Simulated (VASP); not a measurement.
Wanted: the native input for a VASP 6.6.1 run.

```
Task                   : single point
Functional             : r2SCAN
Potentials or basis    : VASP PAW PBE potentials, release 64 (Na_pv, H)
Cutoff                 : 520 eV
k mesh                 : 8 × 8 × 8
Occupations            : gaussian, width 0.01 eV
Spin                   : no spin polarisation
Dipole correction      : no
Further INCAR settings : ALGO = Normal; EDIFF = 1e-07; NBANDS = 11
```

The system is NaH.

```xyz
2
Lattice="0.0000 2.5377 2.6796 2.5377 0.0000 2.6796 2.5377 2.5377 0.0000" Properties=species:S:1:pos:R:3 pbc="T T T"
Na    0.0000    0.0000    0.0000
H     1.2689    1.2689    1.3398
```

This cell differs from its parent crystal: epitaxial xy strain -2.3%.

These files were run (other wordings do the same):

POSCAR

```
NaH
1.0
    0.0000000000      2.5377112531      2.6795796369
    2.5377112531      0.0000000000      2.6795796369
    2.5377112531      2.5377112531      0.0000000000
Na H
1 1
Direct
    0.0000000000      0.0000000000      0.0000000000
    0.2500000000      0.2500000000      0.2500000000
```

INCAR.step1

```
SYSTEM = NaH
  ALGO = Normal
  EDIFF = 1E-4
  ENCUT = 520
  GGA = PE
  ISMEAR = 0
  LASPH = .True.
  LCHARG = .False.
  LREAL = .False.
  LWAVE = .True.
  NBANDS = 11
  NELM = 60
  PREC = Accurate
  SIGMA = 0.01
```

INCAR.step2

```
SYSTEM = NaH
  ALGO = Normal
  EDIFF = 1E-7
  ENCUT = 520
  ISIF = 2
  ISMEAR = 0
  ISTART = 1
  LASPH = .True.
  LCHARG = .False.
  LMIXTAU = .True.
  LREAL = .False.
  LWAVE = .False.
  METAGGA = R2SCAN
  NBANDS = 11
  NELM = 60
  PREC = Accurate
  SIGMA = 0.01
```

KPOINTS

```
k-points
0
Gamma
  8 8 8
  0 0 0
```

Potentials or basis: VASP PAW PBE potentials, release 64 (Na_pv, H).

The run is started by

```sh
$ cat potpaw_PBE.64/Na_pv/POTCAR potpaw_PBE.64/H/POTCAR > POTCAR
$ cp INCAR.step1 INCAR
$ mpirun -np 1 vasp_std > vasp.out
$ cp INCAR.step2 INCAR
$ mpirun -np 1 vasp_std > vasp.out
```

Results of the run:

```json
{
 "Pressure": "0.2 GPa",
 "Band gap on the k mesh": "4.01 eV (least direct gap 4.76 eV)"
}
```

Caveat: the cell differs from its parent crystal (epitaxial xy strain -2.3%); the structure was generated, so it needn't be the stable form of NaH; the PAW data sets were made with another functional, which shifts forces and pressure a little.

It took 2.7 min on 1 thread of Intel Xeon 8259CL (shared host), peak memory 0.17 GiB.
